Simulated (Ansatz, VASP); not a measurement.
**Li2O in VASP and in Ansatz**

INCAR

```
SYSTEM = Li2O
PREC = Accurate
ENCUT = 750
EDIFF = 1E-6
ISMEAR = 0
SIGMA = 0.05
LREAL = .False.
LASPH = .True.
NELM = 120
ALGO = Normal
ISIF = 2
LWAVE = .False.
LCHARG = .True.
GGA = RE
IVDW = 12
LELF = .True.
LVHAR = .True.
NBANDS = 13
GGA_COMPAT = .False.
```

File KPOINTS:

```
Automatic mesh
0
Gamma
  8 8 8
  0 0 0
```

Contents of POSCAR:

```
Li2O
1.0
    0.0000000000      2.3095007135      2.3095007135
    2.3095007135      0.0000000000      2.3095007135
    2.3095007135      2.3095007135      0.0000000000
Li O
2 1
Direct
    0.2500000000      0.2500000000      0.2500000000
    0.7500000000      0.7500000000      0.7500000000
    0.0000000000      0.0000000000      0.0000000000
```

Input for Ansatz:

```yaml
crystal:
  lattice:
    - [0.0, 2.3095007135, 2.3095007135]
    - [2.3095007135, 0.0, 2.3095007135]
    - [2.3095007135, 2.3095007135, 0.0]
  atoms:
    - { symbol: Li, position: [0.25, 0.25, 0.25] }
    - { symbol: Li, position: [0.75, 0.75, 0.75] }
    - { symbol: O, position: [0.0, 0.0, 0.0] }
basis:
  ecutwfc: 420
  ecutrho_ratio: 4
kpoints:
  mp_grid: { grid: [8, 8, 8] }
hamiltonian:
  xc: revpbe
  dispersion: d3bj
scf:
  occupations: { method: gaussian, width: 0.05 }
output:
  forces: true
  stress: true
  eigenvalues: true
```

Alike in both runs: task single point; functional revPBE; dispersion D3(BJ); k mesh 8 × 8 × 8; occupations gaussian, width 0.05 eV; no spin polarisation.

|  | VASP | Ansatz |
| --- | --- | --- |
| version | VASP 6.6.1 | Ansatz 0.2.0 |
| potentials or method | VASP PAW PBE potentials, release 64 (Li_sv, O), cutoff 750 eV | scalar-relativistic, plane waves, PAW |
| valence electrons in the cell | 12 | 12 |

|  | VASP | Ansatz | Ansatz less VASP |
| --- | --- | --- | --- |
| gap on the k mesh at the Fermi level (eV) | 5.08 | 5.10 | +0.015 |
| least direct gap on the mesh (eV) | 5.34 | 5.34 | +0.003 |
| pressure (GPa) | -7.5 | -7.1 | +0.33 |

VASP's potentials were made for PBE, not for revPBE.
